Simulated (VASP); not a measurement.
MoS:

```
Mo S
1.0
     3.89513    0.00000    0.00000
    -1.94757    3.37329    0.00000
     0.00000    0.00000    6.37933
Mo S
2 2
Direct
  0.66667 0.33333 0.00000
  0.33333 0.66667 0.50000
  0.66667 0.33333 0.62520
  0.33333 0.66667 0.12520
```

| Property | Result |
| --- | --- |
| Program | VASP 6.6.1 |
| Task | relaxation of cell and atoms |
| Functional | PBEsol |
| Potentials or basis | VASP PAW PBE potentials, release 64 (Mo_sv, S) |
| Cutoff | 600 eV |
| k mesh | 10 × 10 × 6 |
| Occupations | gaussian, width 0.05 eV |
| Spin | collinear spin |
| Starting moments | [3.0, 3.0, 0.0, 0.0] μB |

At the start: pressure -13.9 GPa; volume 20.96 Å³/atom.

Task: How do energy, volume and symmetry change on relaxing?

Result: Over 24 steps the energy falls by 135.6 meV/atom and the volume is 17.85 Å³/atom (-14.8 %); space group P6_3mc (No. 186, to 0.1 Å) before and after; moment 0.00 μB per cell.

Step by step:
| step | energy change (eV) | largest force (eV/Å) | pressure (GPa) | volume (Å³) |
| --- | --- | --- | --- | --- |
| 1 | 0.0000 | 0.0135 | -13.92 | 83.82 |
| 2 | 0.3925 | 0.1806 | 30.98 | 63.62 |
| 3 | -0.4813 | 0.0719 | -0.64 | 74.29 |
| 4 | -0.4820 | 0.0735 | -0.18 | 74.02 |
| 5 | -0.4820 | 0.0747 | 0.22 | 73.83 |
| 6 | -0.4846 | 0.0874 | 0.26 | 73.81 |
| 7 | -0.4910 | 0.0988 | 0.35 | 73.71 |
| 8 | -0.4919 | 0.1904 | 0.49 | 73.49 |
| 9 | -0.4932 | 0.1317 | 0.30 | 73.55 |
| 10 | -0.4945 | 0.0384 | -0.07 | 73.68 |
| 11 | -0.4945 | 0.0985 | -0.81 | 73.92 |
| 12 | -0.4949 | 0.0161 | -0.38 | 73.78 |
| 13 | -0.4949 | 0.0288 | -0.46 | 73.81 |
| 14 | -0.4959 | 0.0289 | -0.43 | 73.75 |
| 15 | -0.4991 | 0.0549 | -0.34 | 73.56 |
| 16 | -0.5079 | 0.0653 | -0.23 | 73.18 |
| 17 | -0.5323 | 0.0579 | -0.26 | 72.35 |
| 18 | -0.5233 | 0.1735 | -0.64 | 70.43 |
| 19 | -0.5402 | 0.0077 | -0.49 | 71.26 |
| 20 | -0.5414 | 0.0040 | -0.32 | 71.82 |
| 21 | -0.5423 | 0.0033 | -0.37 | 71.63 |
| 22 | -0.5423 | 0.0032 | -0.39 | 71.58 |
| 23 | -0.5399 | 0.0287 | 1.36 | 70.80 |
| 24 | -0.5425 | 0.0040 | 0.01 | 71.41 |

Final structure:
```
Mo S
1.0
     3.91916    0.00000    0.00000
    -1.95958    3.39410    0.00000
     0.00000    0.00000    5.36806
Mo S
2 2
Direct
  0.66667 0.33333 0.02657
  0.33333 0.66667 0.52657
  0.66667 0.33333 0.59863
  0.33333 0.66667 0.09863
```

Caveat: a cell axis changed by over 15 % at a fixed basis, so the end point is rough; the PAW data sets were made with another functional, which shifts forces and pressure a little.
